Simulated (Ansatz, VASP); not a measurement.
One calculation of Re, two programs

File INCAR:

```
SYSTEM = Re
ALGO = Normal ; EDIFF = 1E-8
ENCUT = 520 ; GGA = CA
ISIF = 2 ; ISMEAR = -1
LASPH = .TRUE. ; LCHARG = .FALSE.
LEFG = .TRUE. ; LREAL = .FALSE.
LWAVE = .FALSE. ; NBANDS = 10
NELM = 80 ; PREC = Accurate
SIGMA = 0.03
```

KPOINTS

```
k-points
0
G
  14 14 14
  0 0 0
```

File POSCAR:

```
Re
1.0
    0.0000000000      1.9815615100      1.9815615100
    1.9815615100      0.0000000000      1.9815615100
    1.9815615100      1.9815615100      0.0000000000
Re
1
Direct
    0.0000000000      0.0000000000      0.0000000000
```

Input for Ansatz:

```yaml
crystal:
  lattice:
    - [0.0, 1.98156151, 1.98156151]
    - [1.98156151, 0.0, 1.98156151]
    - [1.98156151, 1.98156151, 0.0]
  atoms:
    - { symbol: Re, position: [0.0, 0.0, 0.0] }
kpoints:
  mp_grid: { grid: [14, 14, 14] }
scf:
  occupations: { method: fermi_dirac, width: 0.03 }
hamiltonian:
  xc: lda
  pseudopotentials: { kind: all_electron, datasets: crystal }
output:
  forces: true
  stress: true
  eigenvalues: true
  efg: { contact_densities: true }
```

Change from the starting cell: volume scaled by 1.01, crystal datasets.

Alike in both runs: task electric field gradients; functional LDA; k mesh 14 × 14 × 14; occupations fermi-dirac, width 0.03 eV; no spin polarisation.

```csv
,VASP,Ansatz
version,VASP 6.6.1,Ansatz 0.2.0
potentials or method,"VASP PAW LDA potentials, release 64 (Re), cutoff 520 eV","all-electron PAW with datasets made for the crystal, scalar-relativistic"
```

```csv
,VASP,Ansatz,Ansatz less VASP
pressure (GPa),-26.1,-26.6,-0.50
```

LDA's correlation is that of Perdew and Zunger in VASP and of Perdew and Wang (1992) in Ansatz. Ansatz ran all-electron here, and VASP with PAW potentials.

Neither program's run includes spin-orbit coupling.
